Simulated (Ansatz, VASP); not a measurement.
**Two plane-wave programs on Se**

```
CELL_PARAMETERS angstrom
2.81056 0.00000 0.00000
0.00000 2.81056 0.00000
0.00000 0.00000 2.81056
ATOMIC_POSITIONS crystal
Se 0.00000 0.00000 0.00000
```

Alike in both runs: task relaxation of cell and atoms; functional PBEsol; k mesh 9 × 9 × 9; occupations fermi-dirac, width 0.05 eV; no spin polarisation.

|  | VASP | Ansatz |
| --- | --- | --- |
| version | VASP 6.6.1 | Ansatz 0.2.0 |
| potentials or method | VASP PAW PBE potentials, release 64 (Se) | Ansatz PAW |
| plane-wave cutoff (eV) | 600 | 420 |
| valence electrons in the cell | 6 | 16 |

```csv
,VASP,Ansatz,Ansatz less VASP
"gap on the k mesh at the Fermi level, each at its own relaxed structure (eV)",none,none,-
relaxed volume (Å³/atom),21.76,21.74,-0.015
relaxed cell length with the largest relative difference (Å),2.792,2.791,-0.0006
```

VASP's potentials were made for PBE, not for PBEsol. A gap of «none» marks a metal or a gap that the smearing closes. VASP's potentials hold 6 valence electrons a cell and Ansatz's 16, so a difference there can come from the potentials and not from the codes.

Noted on Ansatz's run: the plane-wave basis is chosen anew once the cell has moved, so the energies of steps on either side of that aren't comparable.
